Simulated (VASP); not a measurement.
Wanted: the native input for a VASP 6.6.1 run.

```yaml
Task: single point
Functional: PBE
Potentials_or_basis: VASP PAW PBE potentials, release 64 (C, F)
Cutoff: 520 eV
k_mesh: 6 × 3 × 1
Occupations: gaussian, width 0.1 eV
Spin: no spin polarisation
Dipole_correction: yes
Further_INCAR_settings: ALGO = Normal; EDIFF = 1e-07; NBANDS = 40
```

The structure of C12F lies in POSCAR:

```
C12F
1.0
    4.9326910638      0.0000000000      0.0000000000
   -1.2331727659      8.7858796652      0.0000000000
    0.0000000000      0.0000000000     20.2907138818
C F
12 1
Direct
    0.0197005045      0.0788020181      0.1971345130
    0.5197005045      0.0788020181      0.1971345130
    0.2746256306      0.0985025226      0.2311704222
    0.7746256306      0.0985025226      0.2311704222
    0.2844758829      0.1379035317      0.2992422405
    0.7844758829      0.1379035317      0.2992422405
    0.0392966979      0.1571967124      0.3324023561
    0.5392966979      0.1571967124      0.3324023561
    0.0496769462      0.1987212371      0.4035397332
    0.5496769462      0.1987212371      0.4035397332
    0.3040736101      0.2163107364      0.4332382751
    0.8040736101      0.2163107364      0.4332382751
    0.6790736101      0.4663107364      0.4519520155
```

One way to write it, as run:

INCAR

```
PREC = Accurate
ENCUT = 520
EDIFF = 1E-7
ISMEAR = 0
SIGMA = 0.1
LREAL = F
LASPH = T
NELM = 80
ALGO = Normal
ISIF = 2
LWAVE = F
LCHARG = T
LDIPOL = T
IDIPOL = 3
DIPOL = 0.5 0.5 0.327
GGA = PE
LELF = T
LVHAR = T
LVACPOTAV = T
NBANDS = 40
```

KPOINTS

```
regular mesh
0
Gamma
  6 3 1
```

Potentials or basis: VASP PAW PBE potentials, release 64 (C, F).

Command:

```console
$ cat potpaw_PBE.64/C/POTCAR potpaw_PBE.64/F/POTCAR > POTCAR
$ mpirun -np 1 vasp_std > vasp.out
```

It gave:

| Quantity | Value |
| --- | --- |
| Largest force | 3.353 eV/Å |
| Band gap on the k mesh | zero (an odd number of electrons rules out a gap without spin polarisation) |

Caveat: an odd number of electrons without spin polarisation forces a metal; a magnetic or distorted state may lie lower.

Run time: 11 min on 1 thread of Intel(R) Xeon(R) 6975P-C (Granite Rapids), on a shared host, peak memory 0.99 GiB.
